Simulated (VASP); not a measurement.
A run of VASP 6.6.1:

The input INCAR:

```
SYSTEM = WS2
PREC     = Accurate       ! precision mode
ENCUT    = 520            ! plane-wave cutoff, eV
EDIFF    = 1E-6           ! SCF threshold, eV
ISMEAR   = 0              ! smearing method
SIGMA    = 0.05           ! smearing width, eV
LREAL    = .FALSE.        ! projectors in reciprocal space
LASPH    = .TRUE.         ! aspherical terms in the spheres
NELM     = 60             ! most SCF steps
ALGO     = Normal         ! electronic algorithm
ISIF     = 2              ! what is computed and relaxed
LWAVE    = .FALSE.        ! write WAVECAR
LCHARG   = .FALSE.        ! write CHGCAR
GGA      = PS             ! functional
NBANDS   = 35             ! bands
```

Contents of KPOINTS:

```
regular mesh
0
G
  12 12 4
  0 0 0
```

Contents of POSCAR:

```
WS2
1.0
    3.1799996605      0.0000000000      0.0000000000
   -1.5899998303      2.7539604900      0.0000000000
    0.0000000000      0.0000000000     12.5000000000
W S
2 4
Direct
    0.3333333333      0.6666666667      0.2500000000
    0.6666666667      0.3333333333      0.7500000000
    0.5220125988      0.8553459321      0.6200000000
    0.6666666667      0.3333333333      0.1200000000
    0.3333333333      0.6666666667      0.8800000000
    0.6666666667      0.3333333333      0.3800000000
```

Potentials or basis: VASP PAW PBE potentials, release 64 (W_sv, S).

Launch:

```bash
$ cat potpaw_PBE.64/W_sv/POTCAR potpaw_PBE.64/S/POTCAR > POTCAR
$ mpirun -np 1 vasp_std > vasp.out
```

Hardware: 1 thread of Oxide Virtual Turin-like Processor, on a shared host.

Estimate the wall time of this run.

It took 23 min on 1 thread of Oxide Virtual Turin-like Processor, on a shared host, peak memory 0.82 GiB. Counts: scf iterations 15, k points 292.
